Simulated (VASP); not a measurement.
Wanted: the native input for a VASP 6.6.1 run.

```yaml
Task: single point
Functional: PBE
Potentials_or_basis: VASP PAW PBE potentials, release 64 (Sn_d, Se)
Cutoff: 520 eV
k_mesh: 8 × 8 × 16
Occupations: gaussian, width 0.1 eV
Spin: no spin polarisation
Dipole_correction: no
Further_INCAR_settings: ALGO = Normal; EDIFF = 1e-06; NBANDS = 24
```

The structure of Sn2Se lies in POSCAR:

```
Sn2Se
1.0
    5.7562754014      0.0000000000      0.0000000000
    0.0000000000      5.7562754014      0.0000000000
    0.0000000000      0.0000000000      3.0568914379
Sn Se
2 1
Direct
    0.0000000000      0.5000000000      0.5000000000
    0.5000000000      0.0000000000      0.5000000000
    0.5000000000      0.5000000000      0.5000000000
```

The cell was generated, and may not be a known phase.

The input as run:

INCAR

```
SYSTEM = Sn2Se
PREC = Accurate ; ENCUT = 520
EDIFF = 1E-6 ; ISMEAR = 0
SIGMA = 0.1 ; LREAL = .FALSE.
LASPH = .TRUE. ; NELM = 80
ALGO = Normal ; ISIF = 2
LWAVE = .FALSE. ; LCHARG = .FALSE.
GGA = PE ; NBANDS = 24
```

KPOINTS

```
Automatic mesh
0
G
  8 8 16
  0 0 0
```

Potentials or basis: VASP PAW PBE potentials, release 64 (Sn_d, Se).

Command:

```bash
$ cat potpaw_PBE.64/Sn_d/POTCAR potpaw_PBE.64/Se/POTCAR > POTCAR
$ mpirun -np 1 vasp_std > vasp.out
```

It gave:

- Pressure: 0.0 GPa
- Band gap on the k mesh: zero (bands 17 and 18 overlap by 2.86 eV)

Caveat: spin-orbit coupling is left out, which moves the levels of the heavy elements.

It took 4.9 min on 1 thread of Intel Xeon 8259CL (shared host), peak memory 0.44 GiB.
